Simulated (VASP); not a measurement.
# Se (Pm-3m) in VASP: further runs, part 2 of 2

VASP 6.6.1.

**3. Relaxation of cell and atoms, r2SCAN**

POSCAR reads:

```
Se
1.0
    2.8105630200      0.0000000000      0.0000000000
    0.0000000000      2.8105630200      0.0000000000
    0.0000000000      0.0000000000      2.8105630200
Se
1
Direct
    0.0000000000      0.0000000000      0.0000000000
```

INCAR.step1 reads:

```
  PREC = Accurate
  ENCUT = 600
  ISMEAR = -1
  SIGMA = 0.05
  LREAL = F
  LASPH = T
  NELM = 80
  GGA = PE
  ALGO = Normal
  EDIFF = 1E-4
  LWAVE = T
  LCHARG = F
```

INCAR.step2 reads:

```
  PREC = Accurate
  ENCUT = 600
  EDIFF = 1E-7
  ISMEAR = -1
  SIGMA = 0.05
  LREAL = F
  LASPH = T
  NELM = 80
  ALGO = Normal
  ISIF = 3
  LWAVE = F
  LCHARG = F
  METAGGA = R2SCAN
  LMIXTAU = T
  IBRION = 2
  NSW = 60
  EDIFFG = -0.01
  ISTART = 1
```

KPOINTS reads:

```
Automatic mesh
0
Gamma
  9 9 9
```

Potentials or basis: VASP PAW PBE potentials, release 64 (Se).

The run is started by

```sh
$ cat potpaw_PBE.64/Se/POTCAR > POTCAR
$ cp INCAR.step1 INCAR
$ mpirun -np 1 vasp_std > vasp.out
$ cp INCAR.step2 INCAR
$ mpirun -np 1 vasp_std > vasp.out
```

OUTCAR:

```text
PREC = Accurate
   ENCUT = 600
   EDIFF = 1E-7
   ISMEAR = -1
   LREAL = F
   LASPH = T
   NELM = 80
   ISIF = 3
   METAGGA = R2SCAN
   IBRION = 2
   NSW = 60
   EDIFFG = -0.01
   ISTART = 1

 ion  position               nearest neighbor table
   1  0.000  0.000  0.000-

  LATTYP: Found a simple cubic cell.
 ALAT       =     2.8105630200

  Lattice vectors:

 A1 = (   2.8105630200,   0.0000000000,   0.0000000000)
 A2 = (   0.0000000000,   2.8105630200,   0.0000000000)
 A3 = (   0.0000000000,   0.0000000000,   2.8105630200)

Analysis of symmetry for initial positions (statically):
=====================================================================
 Subroutine PRICEL returns:
 Original cell was already a primitive cell.
[... 244 lines left out ...]
  ---------------------------------------------------
  free energy    TOTEN  =       -14.05795701 eV

  energy without entropy =      -14.05160044  energy(sigma->0) =      -14.05477872

 E-fermi :   4.6025     XC(G=0): -10.4743

 val. band max:        4.5621780375   @ k =   0.1111   0.1111   0.0000
 cond. band min:       4.6063738501   @ k =   0.1111   0.1111   0.1111
 fundamental gap:      0.0441958125
 Fermi energy:         4.6025009800

 k-point     1 :       0.0000    0.0000    0.0000
  band No.  band energies     occupation
      1     -12.2275      2.00000
      2       6.0666      0.00000
      3       6.0666      0.00000
      4       6.0666      0.00000
      5      12.7939      0.00000
      6      12.7939      0.00000
      7      13.3392      0.00000
[... 221 lines left out ...]
 k-point    24 :       0.4444    0.3333    0.1111
  band No.  band energies     occupation
      1      -8.4765      2.00000
      2      -0.9959      2.00000
      3       1.0683      2.00000
      4       7.1057      0.00000
      5       9.9505      0.00000
      6      17.2786      0.00000
      7      18.8012      0.00000

 [... further k-points ...]
[... 5 lines left out ...]
  --------------------------------------------------------------------------------------
  -------------------------------------------------------------------------------------
  Total        0.0008606      0.0008606      0.0008606     -0.0000000     -0.0000000      0.0000000
  in kB        0.0615171      0.0615171      0.0615171     -0.0000000     -0.0000000      0.0000000
  external PRESSURE =       0.0615171 kB  Pullay stress =       0.0000000 kB
[... 16 lines left out ...]
  FREE ENERGIE OF THE ION-ELECTRON SYSTEM (eV)
  ---------------------------------------------------
  free  energy   TOTEN  =       -14.0579570054 eV

  energy  without entropy=      -14.0516004353  energy(sigma->0) =      -14.05477872

 reached required accuracy - stopping structural energy minimisation
```

OSZICAR.step1:

```text
N       E                     dE             d eps       ncg     rms          rms(c)
DAV:   1     0.109830719861E+02    0.10983E+02   -0.30313E+03   490   0.817E+02
DAV:   2    -0.308664429652E+01   -0.14070E+02   -0.13654E+02   700   0.863E+01
DAV:   3    -0.332327396815E+01   -0.23663E+00   -0.23612E+00   574   0.129E+01
DAV:   4    -0.332363803010E+01   -0.36406E-03   -0.36406E-03   735   0.581E-01
DAV:   5    -0.332363837996E+01   -0.34986E-06   -0.34973E-06   581   0.129E-02    0.387E+00
DAV:   6    -0.332703921122E+01   -0.34008E-02   -0.65238E-04   644   0.249E-01    0.232E+00
DAV:   7    -0.332948439709E+01   -0.24452E-02   -0.16105E-03   546   0.384E-01    0.476E-02
DAV:   8    -0.332955077900E+01   -0.66382E-04   -0.75368E-05   623   0.757E-02
   1 F= -.33295508E+01 E0= -.33262106E+01  d E =-.668027E-02
```

It took 29 s on 1 thread of Intel Xeon Platinum 8488C (Sapphire Rapids), shared host; peak memory 0.14 GiB.

Results:

- Free energy: -14.0580 eV
- Relaxed volume: 22.41 Å³/atom
- Relaxed cell: a = 2.820 Å, b = 2.820 Å, c = 2.820 Å, α = 90.00°, β = 90.00°, γ = 90.00°
- Space group after relaxing (to 0.05 Å): Pm-3m (No. 221)
- Energy gained by relaxing: 0.5 meV/atom
- Ionic steps: 3
- Pressure after relaxing: 0.0 GPa
- Band gap on the k mesh: zero (band 3 reaches 7.52 eV, above the bottom of band 4 at 1.15 eV)

Step by step:
```
step  energy change (eV)  largest force (eV/Å)  pressure (GPa)  volume (Å³)
   1              0.0000                0.0000            0.74        22.20
   2             -0.0003                0.0000           -0.38        22.53
   3             -0.0005                0.0000            0.01        22.41
```

Final structure:
```
Se
1.0
     2.81954    0.00000    0.00000
     0.00000    2.81954    0.00000
     0.00000    0.00000    2.81954
Se
1
Direct
  0.00000 0.00000 0.00000
```

Caveat: the PAW data sets were made with another functional, which shifts forces and pressure a little.

**4. Single point, LDA**

This run uses another cell than the first one, of 21.33 Å³/atom, 0.961 times its volume.

INCAR reads:

```
SYSTEM = Se
PREC = Accurate ; ENCUT = 520
EDIFF = 1E-6 ; ISMEAR = -1
SIGMA = 0.05 ; LREAL = .FALSE.
LASPH = .TRUE. ; NELM = 60
ALGO = Normal ; ISIF = 2
LWAVE = .FALSE. ; LCHARG = .FALSE.
NBANDS = 9
```

KPOINTS reads:

```
Automatic mesh
0
G
  9 9 9
  0 0 0
```

POSCAR reads:

```
Se
1.0
    2.7731256048      0.0000000000      0.0000000000
    0.0000000000      2.7731256048      0.0000000000
    0.0000000000      0.0000000000      2.7731256048
Se
1
Direct
    0.0000000000      0.0000000000      0.0000000000
```

Potentials or basis: VASP PAW LDA potentials, release 64 (Se).

The run is started by

```sh
$ cat potpaw_LDA.64/Se/POTCAR > POTCAR
$ mpirun -np 1 vasp_std > vasp.out
```

OUTCAR:

```text
SYSTEM = Se
   PREC = Accurate
   ENCUT = 520
   EDIFF = 1E-6
   ISMEAR = -1
   LREAL = .FALSE.
   LASPH = .TRUE.
   NELM = 60
   ISIF = 2

 ion  position               nearest neighbor table
   1  0.000  0.000  0.000-

  LATTYP: Found a simple cubic cell.
 ALAT       =     2.7731256048

  Lattice vectors:

 A1 = (   2.7731256048,   0.0000000000,   0.0000000000)
 A2 = (   0.0000000000,   2.7731256048,   0.0000000000)
 A3 = (   0.0000000000,   0.0000000000,   2.7731256048)

Analysis of symmetry for initial positions (statically):
[... 457 lines left out ...]
      2      -0.2193      2.00000
      3       1.9124      2.00000
      4       8.0085      0.00000
      5      10.0745      0.00000
      6      17.4451      0.00000
      7      19.0463      0.00000
      8      20.5925      0.00000
      9      25.4295      0.00000

 [... further k-points ...]
[... 5 lines left out ...]
  --------------------------------------------------------------------------------------
  -------------------------------------------------------------------------------------
  Total        0.0209434      0.0209434      0.0209434      0.0000000      0.0000000      0.0000000
  in kB        1.5734346      1.5734346      1.5734346      0.0000000      0.0000000      0.0000000
  external PRESSURE =       1.5734346 kB  Pullay stress =       0.0000000 kB

 VOLUME and BASIS-vectors are now :
 -----------------------------------------------------------------------------
  energy-cutoff  :      520.00
  volume of cell :       21.33
      direct lattice vectors                 reciprocal lattice vectors
     2.773125605  0.000000000  0.000000000     0.360603933  0.000000000  0.000000000
     0.000000000  2.773125605  0.000000000     0.000000000  0.360603933  0.000000000
     0.000000000  0.000000000  2.773125605     0.000000000  0.000000000  0.360603933

 POSITION                                       TOTAL-FORCE (eV/Angst)
 -----------------------------------------------------------------------------------
      0.00000      0.00000      0.00000         0.000000      0.000000      0.000000
 -----------------------------------------------------------------------------------
    total drift:                               -0.000000      0.000000      0.000000

  FREE ENERGIE OF THE ION-ELECTRON SYSTEM (eV)
  ---------------------------------------------------
  free  energy   TOTEN  =        -4.0804322794 eV

  energy  without entropy=       -4.0735969275  energy(sigma->0) =       -4.07701460
```

OSZICAR:

```text
N       E                     dE             d eps       ncg     rms          rms(c)
DAV:   1     0.966965795500E+01    0.96697E+01   -0.28909E+03   638   0.568E+02
DAV:   2    -0.373654973323E+01   -0.13406E+02   -0.12936E+02   833   0.777E+01
DAV:   3    -0.408151549741E+01   -0.34497E+00   -0.34458E+00   759   0.116E+01
DAV:   4    -0.408228853532E+01   -0.77304E-03   -0.77299E-03   866   0.639E-01
DAV:   5    -0.408228909184E+01   -0.55653E-06   -0.55662E-06   797   0.157E-02    0.443E+00
DAV:   6    -0.408112240057E+01    0.11667E-02   -0.24611E-04   821   0.112E-01    0.265E+00
DAV:   7    -0.408042941026E+01    0.69299E-03   -0.55873E-04   688   0.170E-01    0.357E-02
DAV:   8    -0.408043146092E+01   -0.20507E-05   -0.15025E-05   745   0.228E-02    0.946E-03
DAV:   9    -0.408043227939E+01   -0.81847E-06   -0.95616E-07   674   0.561E-03
   1 F= -.40804323E+01 E0= -.40770146E+01  d E =-.683535E-02
```

stdout:

```text
POSCAR found type information on POSCAR Se
 POSCAR found :  1 types and       1 ions
 scaLAPACK will be used
 LDA part: xc-table for (Slater(with rela. corr.)+CA(PZ))
 , standard interpolation
 POSCAR, INCAR and KPOINTS ok, starting setup
 FFT: planning ... GRIDC
 FFT: planning ... GRID_SOFT
 FFT: planning ... GRID
 WAVECAR not read
 entering main loop
```

It took 6.2 s on 1 thread of Intel Xeon 8259CL, shared host; peak memory 0.12 GiB.

Results:

```yaml
Free_energy: -4.0804 eV
Pressure: 0.2 GPa
Band_gap_on_the_k_mesh: zero (band 3 reaches 8.42 eV, above the bottom of band 4 at 2.06 eV)
```

**5. Overview**

```csv
task,level,potentials or basis,cell,cutoff (eV),gap on the mesh (eV),pressure (GPa),relaxed volume (Å³/atom)
relaxation of cell and atoms,revPBE,"VASP PAW PBE potentials, release 64 (Se)","relaxed from a = 2.811 Å, 1 atom",600,none,0.0,23.25
relaxation of cell and atoms,r2SCAN,"VASP PAW PBE potentials, release 64 (Se)","relaxed from a = 2.811 Å, 1 atom",600,none,0.0,22.41
single point,LDA,"VASP PAW LDA potentials, release 64 (Se)","a = 2.773 Å, 1 atom",520,none,0.2,-
```

Alike in all rows: no spin polarisation; k mesh 9 × 9 × 9; smearing fermi-dirac 0.05 eV.

Caveats: the PAW data sets were made with another functional, which shifts forces and pressure a little (some runs).

Absolute energies hang on the potentials; compare differences alone.
